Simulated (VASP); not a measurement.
# InGa2O (P4/mmm) in VASP: a series of runs

The runs below take InGa2O through single point, relaxation of cell and atoms, with PBE.

All numbers are computed with VASP 6.6.1; they aren't measurements. Logs are shortened: lines on timing, memory, paths and dates and some standing lists are left out, and cuts for length are marked.

**1. The cell of the first run**

The structure is tetragonal, space group P4/mmm (No. 123). The conventional cell has a = 2.837 Å, b = 2.837 Å, c = 9.770 Å, α = 90.00°, β = 90.00°, γ = 90.00°. In (site symmetry 4/mmm) has 4 In at 2.84 Å and 2 Ga at 3.43 Å within 3.7 Å. Within 1.9 Å of Ga (site symmetry 4mm) lie 1 O at 1.45 Å. O (site symmetry 4/mmm) has 2 Ga at 1.45 Å within 1.9 Å.

**2. Single point, PBE**

The input, INCAR:

```
SYSTEM = InGa2O
PREC = Accurate ; ENCUT = 520
EDIFF = 1E-6 ; ISMEAR = 0
SIGMA = 0.1 ; LREAL = .FALSE.
LASPH = .TRUE. ; NELM = 60
ALGO = Normal ; ISIF = 2
LWAVE = .FALSE. ; LCHARG = .TRUE.
GGA = PE ; LELF = .TRUE.
LVHAR = .TRUE. ; NBANDS = 30
```

The input, KPOINTS:

```
Automatic mesh
0
G
  6 6 2
  0 0 0
```

The input, POSCAR:

```
InGa2O
1.0
    2.8374904200      0.0000000000      0.0000000000
    0.0000000000      2.8374904200      0.0000000000
    0.0000000000      0.0000000000      9.7703887700
In Ga O
1 2 1
Direct
    0.0000000000      0.0000000000      0.5000000000
    0.0000000000      0.0000000000      0.8514815000
    0.0000000000      0.0000000000      0.1485185000
    0.0000000000      0.0000000000      0.0000000000
```

Potentials or basis: VASP PAW PBE potentials, release 64 (In_d, Ga_d, O).

Command:

```bash
$ cat potpaw_PBE.64/In_d/POTCAR potpaw_PBE.64/Ga_d/POTCAR potpaw_PBE.64/O/POTCAR > POTCAR
$ mpirun -np 1 vasp_std > vasp.out
```

OUTCAR:

```text
SYSTEM = InGa2O
   PREC = Accurate
   ENCUT = 520
   EDIFF = 1E-6
   ISMEAR = 0
   LREAL = .FALSE.
   LASPH = .TRUE.
   NELM = 60
   ISIF = 2
   GGA = PE

 ion  position               nearest neighbor table
   1  0.000  0.000  0.500-   2 3.43   3 3.43
   2  0.000  0.000  0.851-   4 1.45   3 2.90   1 3.43
   3  0.000  0.000  0.149-   4 1.45   2 2.90   1 3.43
   4  0.000  0.000  0.000-   2 1.45   3 1.45

  LATTYP: Found a simple tetragonal cell.
 ALAT       =     2.8374904200
 C/A-ratio  =     3.4433204430

  Lattice vectors:

 A1 = (   2.8374904200,   0.0000000000,   0.0000000000)
 A2 = (   0.0000000000,   2.8374904200,   0.0000000000)
 A3 = (   0.0000000000,   0.0000000000,   9.7703887700)

Analysis of symmetry for initial positions (statically):
=====================================================================
 Subroutine PRICEL returns:
 Original cell was already a primitive cell.

 Routine SETGRP: Setting up the symmetry group for a
 simple tetragonal supercell.

 Subroutine GETGRP returns: Found 16 space group operations
 (whereof 16 operations were pure point group operations)
 out of a pool of 16 trial point group operations.

The static configuration has the point symmetry D_4h.

Analysis of symmetry for dynamics (positions and initial velocities):
=====================================================================
 Subroutine PRICEL returns:
 Original cell was already a primitive cell.

 Routine SETGRP: Setting up the symmetry group for a
 simple tetragonal supercell.

 Subroutine GETGRP returns: Found 16 space group operations
 (whereof 16 operations were pure point group operations)
 out of a pool of 16 trial point group operations.

The dynamic configuration has the point symmetry D_4h.

 Subroutine INISYM returns: Found 16 space group operations
 (whereof 16 operations are pure point group operations),
 and found     1 'primitive' translations

----------------------------------------------------------------------------------------

                                     Primitive cell

  volume of cell :      78.6648

  direct lattice vectors                    reciprocal lattice vectors
     2.837490420  0.000000000  0.000000000     0.352424097  0.000000000  0.000000000
     0.000000000  2.837490420  0.000000000     0.000000000  0.352424097  0.000000000
     0.000000000  0.000000000  9.770388770     0.000000000  0.000000000  0.102350073

  length of vectors
     2.837490420  2.837490420  9.770388770     0.352424097  0.352424097  0.102350073

  position of ions in fractional coordinates (direct lattice)
     0.000000000  0.000000000  0.500000000
     0.000000000  0.000000000  0.851481500
     0.000000000  0.000000000  0.148518500
     0.000000000  0.000000000  0.000000000

  ion indices of the primitive-cell ions
   primitive index   ion index
                 1           1
                 2           2
                 3           3
                 4           4

----------------------------------------------------------------------------------------

 KPOINTS: Automatic mesh

Automatic generation of k-mesh.
 Grid dimensions read from file:
 generate k-points for:    6    6    2

 Generating k-lattice:

  Cartesian coordinates                     Fractional coordinates (reciprocal lattice)
     0.058737350  0.000000000  0.000000000     0.166666667  0.000000000  0.000000000
     0.000000000  0.058737350  0.000000000     0.000000000  0.166666667  0.000000000
     0.000000000  0.000000000  0.051175036     0.000000000  0.000000000  0.500000000

  Length of vectors
     0.058737350  0.058737350  0.051175036

  Shift w.r.t. Gamma in fractional coordinates (k-lattice)
     0.000000000  0.000000000  0.000000000

 Subroutine IBZKPT returns following result:
 ===========================================

 Found     20 irreducible k-points:

 Following reciprocal coordinates:
            Coordinates               Weight
  0.000000  0.000000  0.000000      1.000000
  0.166667  0.000000  0.000000      4.000000
  0.333333  0.000000  0.000000      4.000000
  0.500000  0.000000  0.000000      2.000000
  0.166667  0.166667  0.000000      4.000000
  0.333333  0.166667  0.000000      8.000000
[... 12 lines left out ...]
  0.500000  0.333333  0.500000      4.000000
  0.500000  0.500000  0.500000      1.000000
   k-points           NKPTS =     20   k-points in BZ     NKDIM =     20   number of bands    NBANDS=     30
   number of dos      NEDOS =    301   number of ions     NIONS =      4
   total plane-waves  NPLWV =  46080
   dimension x,y,z NGX =    24 NGY =   24 NGZ =   80
   dimension x,y,z NGXF=    48 NGYF=   48 NGZF=  160
   ions per type =               1   2   1
   NGX,Y,Z   is equivalent  to a cutoff of  14.06, 14.06, 13.61 a.u.
   NGXF,Y,Z  is equivalent  to a cutoff of  28.12, 28.12, 27.22 a.u.
 SYSTEM =  InGa2O
   PREC   = accura    normal or accurate (medium, high low for compatibility)
   ISTART =      0    job   : 0-new  1-cont  2-samecut
   ICHARG =      2    charge: 1-file 2-atom 10-const
   ISPIN  =      1    spin polarized calculation?
   LNONCOLLINEAR =      F non collinear calculations
   LSORBIT =      F    spin-orbit coupling
   LASPH  =      T    aspherical Exc in radial PAW
   ENCUT  =  520.0 eV  38.22 Ry    6.18 a.u.   5.28  5.28 18.17*2*pi/ulx,y,z
   NELM   =     60;   NELMIN=  2; NELMDL= -5     # of ELM steps
   EDIFF  = 0.1E-05   stopping-criterion for ELM
   LREAL  =      F    real-space projection
   EDIFFG = 0.1E-04   stopping-criterion for IOM
   NSW    =      0    number of steps for IOM
   IBRION =     -1    ionic relax: 0-MD 1-quasi-New 2-CG
   NFREE  =      0    steps in history (QN), initial steepest desc. (CG)
   ISIF   =      2    stress and relaxation
   ISYM   =      2    0-nonsym 1-usesym 2-fastsym
   POTIM  = 0.5000    time-step for ionic-motion
   TEBEG  =    0.0;   TEEND  =   0.0 temperature during run
   PSTRESS=    0.0 pullay stress
   NELECT =      45.0000    total number of electrons
   NUPDOWN=      -1.0000    fix difference up-down
   EMIN   =  10.00;   EMAX   =-10.00  energy-range for DOS
   EFERMI =   0.00;   METHOD = LEGACY
   ISMEAR =     0;   SIGMA  =   0.10  broadening in eV -4-tet -1-fermi 0-gaus
   EFERMI_NEDOS =   21; number of points for ismear=-14 and -15
   IALGO  =     38    algorithm
   IMIX   =      4    mixing-type and parameters
     AMIX     =   0.40;   BMIX     =  1.00
     AMIX_MAG =   1.60;   BMIX_MAG =  1.00
  volume/ion in A,a.u.               =      19.67       132.71
  Fermi-wavevector in a.u.,A,eV,Ry     =   1.358998  2.568134 25.128264  1.846875
  Thomas-Fermi vector in A             =   2.485783
   LORBIT       =      0    0 simple, 1 ext, 2 COOP (PROOUT), +10 PAW based schemes
   GGA     = PE    functional components
   LHFCALC =     F    Hartree Fock is set to
   AEXX    =    0.0000 exact exchange contribution
   IVDW    =     0    specifies the selected vdW correction
   LEPSILON=     F    determine dielectric tensor
   LRPA    =     F    only Hartree local field effects (RPA)
 non-spin polarized calculation
 Gauss-broadening in eV      SIGMA  =   0.10
  energy-cutoff  :      520.00
  volume of cell :       78.66
 maximum number of plane-waves:      2148
 NGX is ok and might be reduce to    24
   NGX = 11   NGY = 11   NGZ = 37

 number of electron      45.0000010 magnetization

 Free energy of the ion-electron system (eV)
  ---------------------------------------------------
  ext. energy  EPLUGINS =         0.00000000
  ---------------------------------------------------
  free energy    TOTEN  =        -9.30708611 eV

  energy without entropy =       -9.29591537  energy(sigma->0) =       -9.30150074

 E-fermi :   5.4079     XC(G=0):  -9.9831

 val. band max:        5.3956645512   @ k =   0.5000   0.3333   0.5000
 cond. band min:       5.4234673179   @ k =   0.1667   0.1667   0.5000
 fundamental gap:      0.0278027667
 Fermi energy:         5.4078758958

 k-point     1 :       0.0000    0.0000    0.0000
  band No.  band energies     occupation
      1     -18.4614      2.00000
      2     -11.5008      2.00000
      3     -10.5379      2.00000
      4     -10.1278      2.00000
      5      -9.9640      2.00000
      6      -9.9640      2.00000
[... 22 lines left out ...]
     29      15.0029      0.00000
     30      15.0029      0.00000

 k-point     2 :       0.1667    0.0000    0.0000
  band No.  band energies     occupation
      1     -18.3822      2.00000
      2     -11.4937      2.00000
      3     -10.4105      2.00000
      4     -10.0382      2.00000
      5      -9.9985      2.00000
      6      -9.9586      2.00000
[... 22 lines left out ...]
     29      14.6776      0.00000
     30      15.0342      0.00000

 k-point     3 :       0.3333    0.0000    0.0000
  band No.  band energies     occupation
      1     -18.2181      2.00000
      2     -11.4797      2.00000
      3     -10.2825      2.00000
      4     -10.1724      2.00000
      5      -9.9476      2.00000
      6      -9.8697      2.00000
[... 22 lines left out ...]
     29      15.7061      0.00000
     30      15.7639      0.00000

 k-point     4 :       0.5000    0.0000    0.0000
  band No.  band energies     occupation
      1     -18.1331      2.00000
      2     -11.4727      2.00000
      3     -10.2449      2.00000
      4     -10.2393      2.00000
      5      -9.9748      2.00000
      6      -9.9420      2.00000
[... 22 lines left out ...]
     29      13.0998      0.00000
     30      17.2391      0.00000

 k-point     5 :       0.1667    0.1667    0.0000
  band No.  band energies     occupation
      1     -18.3056      2.00000
      2     -11.4868      2.00000
      3     -10.2137      2.00000
      4     -10.0370      2.00000
      5     -10.0233      2.00000
      6      -9.9388      2.00000
[... 22 lines left out ...]
     29      12.1737      0.00000
     30      13.3413      0.00000
[... 394 lines left out ...]
     29      13.6339      0.00000
     30      14.2709      0.00000

 k-point    18 :       0.3333    0.3333    0.5000
  band No.  band energies     occupation
      1     -18.0014      2.00000
      2     -11.4603      2.00000
      3     -10.1447      2.00000
      4     -10.1295      2.00000
      5      -9.9820      2.00000
      6      -9.8262      2.00000
[... 22 lines left out ...]
     29      10.3069      0.00000
     30      13.0592      0.00000

 k-point    19 :       0.5000    0.3333    0.5000
  band No.  band energies     occupation
      1     -17.9260      2.00000
      2     -11.4535      2.00000
      3     -10.1983      2.00000
      4     -10.1245      2.00000
      5     -10.0964      2.00000
      6      -9.9148      2.00000
[... 22 lines left out ...]
     29      11.3385      0.00000
     30      11.4343      0.00000

 k-point    20 :       0.5000    0.5000    0.5000
  band No.  band energies     occupation
      1     -17.8541      2.00000
      2     -11.4469      2.00000
      3     -10.2231      2.00000
      4     -10.1835      2.00000
      5     -10.1835      2.00000
      6      -9.8959      2.00000
[... 22 lines left out ...]
     29       9.3831      0.00000
     30      10.1384      0.00000

------------------------ aborting loop because EDIFF is reached ----------------------------------------

  FORCE on cell =-STRESS in cart. coord.  units (eV):
  Direction    XX          YY          ZZ          XY          YZ          ZX
  --------------------------------------------------------------------------------------
  -------------------------------------------------------------------------------------
  Total        2.7583254      2.7583254     55.5303887      0.0000000     -0.0000000      0.0000000
  in kB       56.1791850     56.1791850   1130.9948916      0.0000000     -0.0000000      0.0000000
  external PRESSURE =     414.4510872 kB  Pullay stress =       0.0000000 kB

 VOLUME and BASIS-vectors are now :
 -----------------------------------------------------------------------------
  energy-cutoff  :      520.00
  volume of cell :       78.66
      direct lattice vectors                 reciprocal lattice vectors
     2.837490420  0.000000000  0.000000000     0.352424097  0.000000000  0.000000000
     0.000000000  2.837490420  0.000000000     0.000000000  0.352424097  0.000000000
     0.000000000  0.000000000  9.770388770     0.000000000  0.000000000  0.102350073

 POSITION                                       TOTAL-FORCE (eV/Angst)
 -----------------------------------------------------------------------------------
      0.00000      0.00000      4.88519         0.000000      0.000000     -0.000000
      0.00000      0.00000      8.31931         0.000000     -0.000000    -19.738597
      0.00000      0.00000      1.45108        -0.000000     -0.000000     19.738597
      0.00000      0.00000      0.00000         0.000000      0.000000     -0.000000
 -----------------------------------------------------------------------------------
    total drift:                                0.000000     -0.000000     -0.000000

  FREE ENERGIE OF THE ION-ELECTRON SYSTEM (eV)
  ---------------------------------------------------
  free  energy   TOTEN  =        -9.3070861084 eV

  energy  without entropy=       -9.2959153677  energy(sigma->0) =       -9.30150074
```

Wall time 30 s (1 thread of Intel Xeon 6975P-C (Granite Rapids), shared host); peak memory 0.22 GiB.

What came out:

- Free energy: -9.3071 eV
- Pressure: 41.4 GPa
- Largest force: 19.739 eV/Å

Forces on the atoms (eV/Å):
```
In    0.000   0.000   0.000
Ga    0.000   0.000 -19.739
Ga    0.000   0.000  19.739
O     0.000   0.000   0.000
```

Caveat: the k points lie up to 0.37 Å⁻¹ apart; spin-orbit coupling is left out, which moves the levels of the heavy elements; an odd number of electrons without spin polarisation forces a metal; a magnetic or distorted state may lie lower.

**3. Single point, PBE**

This run uses another cell than the first one, of 23.66 Å³/atom, 1.203 times its volume.

The input, INCAR:

```
SYSTEM = InGa2O
ALGO     = Normal         ! electronic algorithm
EDIFF    = 1E-7           ! SCF threshold, eV
ENCUT    = 520            ! plane-wave cutoff, eV
GGA      = PE             ! functional
ISIF     = 2              ! what is computed and relaxed
ISMEAR   = 0              ! smearing method
LASPH    = .True.         ! aspherical terms in the spheres
LCHARG   = .False.        ! write CHGCAR
LREAL    = .False.        ! projectors in reciprocal space
LWAVE    = .False.        ! write WAVECAR
NBANDS   = 30             ! bands
NELM     = 100            ! most SCF steps
PREC     = Accurate       ! precision mode
SIGMA    = 0.1            ! smearing width, eV
```

The input, KPOINTS:

```
k-points
0
Gamma
  6 6 2
  0 0 0
```

The input, POSCAR:

```
InGa2O
1.0
    3.1105039691      0.0000000000      0.0000000000
    0.0000000000      3.1105039691      0.0000000000
    0.0000000000      0.0000000000      9.7799474548
In Ga O
1 2 1
Direct
    0.0000000000      0.0000000000      0.5000000000
    0.0000000000      0.0000000000      0.8172621829
    0.0000000000      0.0000000000      0.1827378171
    0.0000000000      0.0000000000      0.0000000000
```

Potentials or basis: VASP PAW PBE potentials, release 64 (In_d, Ga_d, O).

Command:

```bash
$ cat potpaw_PBE.64/In_d/POTCAR potpaw_PBE.64/Ga_d/POTCAR potpaw_PBE.64/O/POTCAR > POTCAR
$ mpirun -np 1 vasp_std > vasp.out
```

It took 31 s on 1 thread of Intel Xeon 6975P-C (Granite Rapids), shared host; peak memory 0.22 GiB.

The run converged. Its results:

```yaml
Free_energy: -14.5650 eV
Pressure: 0.2 GPa
Largest_force: 0.017 eV/Å
```

Forces in eV/Å, atoms in the order of the input:
```
In   0.000  0.000  0.000
Ga   0.000  0.000 -0.017
Ga   0.000  0.000  0.017
O    0.000  0.000  0.000
```

Stress tensor (GPa, compression positive):
```
0.13 0.00 0.00
0.00 0.13 0.00
0.00 0.00 0.27
```

Levels at points of the mesh, in eV from the Fermi level:
| k point | band 19 | band 20 | band 21 | band 22 | band 23 | band 24 | band 25 | band 26 |
| --- | --- | --- | --- | --- | --- | --- | --- | --- |
| (0.00, 0.00, 0.00) | -5.01 | -4.07 | -1.85 | -1.85 | 1.27 | 3.48 | 7.31 | 7.31 |
| (0.50, 0.00, 0.00) | -4.27 | -2.35 | -2.29 | -2.05 | -1.67 | -1.30 | 0.69 | 3.83 |
| (0.50, 0.50, 0.00) | -3.47 | -1.81 | -0.13 | 0.12 | 0.12 | 0.91 | 0.91 | 1.41 |
| (0.00, 0.00, 0.50) | -6.36 | -2.51 | -1.85 | -1.85 | -0.28 | 5.86 | 5.89 | 6.97 |
| (0.50, 0.00, 0.50) | -4.24 | -3.74 | -2.64 | -1.67 | -0.53 | -0.46 | 0.03 | 2.51 |
| (0.50, 0.50, 0.50) | -3.46 | -1.43 | -1.02 | -0.12 | -0.12 | 1.71 | 1.71 | 1.99 |

Caveat: spin-orbit coupling is left out, which moves the levels of the heavy elements; an odd number of electrons without spin polarisation forces a metal; a magnetic or distorted state may lie lower.

**4. Relaxation of cell and atoms, PBE**

The input, INCAR:

```
PREC = Accurate
ENCUT = 600
EDIFF = 1E-6
ISMEAR = 0
SIGMA = 0.1
LREAL = F
LASPH = T
NELM = 100
ALGO = Normal
ISIF = 3
LWAVE = F
LCHARG = F
GGA = PE
IBRION = 2
NSW = 90
EDIFFG = -0.04
```

The input, KPOINTS:

```
regular mesh
0
Gamma
  6 6 2
```

The input, POSCAR:

```
InGa2O
1.0
    2.8374904200      0.0000000000      0.0000000000
    0.0000000000      2.8374904200      0.0000000000
    0.0000000000      0.0000000000      9.7703887700
In Ga O
1 2 1
Direct
    0.0000000000      0.0000000000      0.5000000000
    0.0000000000      0.0000000000      0.8514815000
    0.0000000000      0.0000000000      0.1485185000
    0.0000000000      0.0000000000      0.0000000000
```

Command:

```bash
$ cat potpaw_PBE.64/In_d/POTCAR potpaw_PBE.64/Ga_d/POTCAR potpaw_PBE.64/O/POTCAR > POTCAR
$ mpirun -np 1 vasp_std > vasp.out
```

It took 5.6 min on 1 thread of Intel Xeon 6975P-C (Granite Rapids), shared host; peak memory 0.25 GiB.

Results (log left out):

```
Free energy                            : -14.5591 eV
Relaxed volume                         : 23.87 Å³/atom
Relaxed cell                           : a = 3.122 Å, b = 3.122 Å, c = 9.798 Å, α = 90.00°, β = 90.00°, γ = 90.00°
Space group after relaxing (to 0.05 Å) : P4/mmm (No. 123)
Energy gained by relaxing              : 1311.6 meV/atom
Ionic steps                            : 20
Pressure after relaxing                : 0.0 GPa
```

The path:
```tsv
step	energy change (eV)	largest force (eV/Å)	pressure (GPa)	volume (Å³)
1	0.0000	19.7257	41.39	78.66
2	1.8355	0.1268	-8.28	140.12
3	1.1630	0.2992	-7.54	132.63
4	0.6530	0.4715	-7.09	126.84
5	-1.9244	1.6372	-6.46	102.18
6	-3.7211	2.1043	-5.10	90.28
7	-4.6156	1.7880	-1.07	84.44
8	-4.9171	0.6367	2.59	81.54
9	-4.9357	0.5237	5.25	80.10
10	-4.9427	0.0627	4.17	80.62
11	-4.9428	0.1007	4.29	80.58
12	-5.1341	0.1353	2.54	85.92
13	-5.2351	0.1746	0.50	93.16
14	-5.2414	0.1972	0.19	95.06
15	-5.2421	0.2071	-0.07	96.78
16	-5.2425	0.2053	0.04	96.20
17	-5.2429	0.1112	-0.56	96.42
18	-5.2438	0.0328	-0.29	96.32
19	-5.2457	0.0157	-0.16	95.88
20	-5.2463	0.0017	-0.03	95.49
```

Final structure:
```
CELL_PARAMETERS angstrom
3.12189 0.00000 0.00000
0.00000 3.12189 0.00000
0.00000 0.00000 9.79794
ATOMIC_POSITIONS crystal
In 0.00000 0.00000 0.50000
Ga 0.00000 0.00000 0.81745
Ga 0.00000 0.00000 0.18255
O 0.00000 0.00000 0.00000
```

Levels at points of the mesh, in eV from the Fermi level:
```csv
k point,band 20,band 21,band 22,band 23,band 24,band 25
"(0.00, 0.00, 0.00)",-4.05,-1.88,-1.88,1.26,3.47,7.24
"(0.50, 0.00, 0.00)",-2.32,-2.29,-2.08,-1.69,-1.28,0.70
"(0.50, 0.50, 0.00)",-1.86,-0.17,0.12,0.12,0.91,0.91
"(0.00, 0.00, 0.50)",-2.51,-1.88,-1.88,-0.27,5.83,5.88
"(0.50, 0.00, 0.50)",-3.75,-2.61,-1.69,-0.51,-0.48,0.04
"(0.50, 0.50, 0.50)",-1.47,-1.07,-0.12,-0.12,1.70,1.70
```

Caveat: the k points lie up to 0.34 Å⁻¹ apart in the final cell; the volume moved by over 15 % at a fixed basis, so the end points are rough; spin-orbit coupling is left out, which moves the levels of the heavy elements; an odd number of electrons without spin polarisation forces a metal; a magnetic or distorted state may lie lower.

(Part 1 of 2 ends here.)
